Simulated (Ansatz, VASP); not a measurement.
# Pt: VASP beside Ansatz

```
Pt
1.0
     0.00000    1.94677    1.94677
     1.94677    0.00000    1.94677
     1.94677    1.94677    0.00000
Pt
1
Cartesian
  0.0000 0.0000 0.0000
```

Alike in both runs: task single point; functional LDA; k mesh 20 × 20 × 20; occupations gaussian, width 0.15 eV; no spin polarisation.

|  | VASP | Ansatz |
| --- | --- | --- |
| version | VASP 6.6.1 | Ansatz 0.2.0 |
| potentials or method | VASP PAW LDA potentials, release 64 (Pt), cutoff 520 eV | scalar-relativistic, plane waves, PAW |
| valence electrons in the cell | 10 | 18 |

Ansatz gave:

* gap on the k mesh at the Fermi level (eV): none
* pressure (GPa): 0.1

Question: What did VASP give for the same quantities?

Answer: gap on the k mesh at the Fermi level (eV): none; pressure (GPa): 0.9.

Ansatz warns that its potentials were made for another functional, while VASP's fit it. LDA's correlation is that of Perdew and Zunger in VASP and of Perdew and Wang (1992) in Ansatz. A gap of «none» marks a metal or a gap that the smearing closes. VASP's potentials hold 10 valence electrons a cell and Ansatz's 18, so a difference there can come from the potentials and not from the codes.

Neither program's run includes spin-orbit coupling.
